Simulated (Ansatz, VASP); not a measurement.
One calculation of SiC3, two programs

```
C Si
1.0
     1.37795   -2.38669    0.00000
     0.00000    0.00000   -4.73561
     4.27551    2.46847    0.00000
C Si
6 2
Direct
  0.50000 0.91527 0.12192
  0.00000 0.92670 0.70262
  0.50000 0.44630 0.84136
  0.50000 0.58473 0.12192
  0.00000 0.57330 0.70262
  0.50000 0.05370 0.84136
  0.00000 0.47400 0.33410
  0.00000 0.02600 0.33410
```

Alike in both runs: functional LDA; k mesh 12 × 8 × 8; occupations gaussian, width 0.01 eV; no spin polarisation.

Ansatz relaxed the structure, and its values are those at the end. VASP's run is a single point on that final structure, the one shown.

|  | VASP | Ansatz |
| --- | --- | --- |
| version | VASP 6.6.1 | Ansatz 0.2.0 |
| potentials or method | VASP PAW LDA potentials, release 64 (C, Si), cutoff 520 eV | scalar-relativistic, plane waves, PAW |
| valence electrons in the cell | 32 | 32 |

|  | VASP | Ansatz | Ansatz less VASP |
| --- | --- | --- | --- |
| gap on the k mesh at the Fermi level (eV) | none | none | - |
| pressure (GPa) | 0.7 | 0.0 | -0.69 |
| rms of the force components (eV/Å) | 0.015 | 0.001 | -0.0141 |

LDA's correlation is that of Perdew and Zunger in VASP and of Perdew and Wang (1992) in Ansatz. A gap of «none» marks a metal or a gap that the smearing closes.
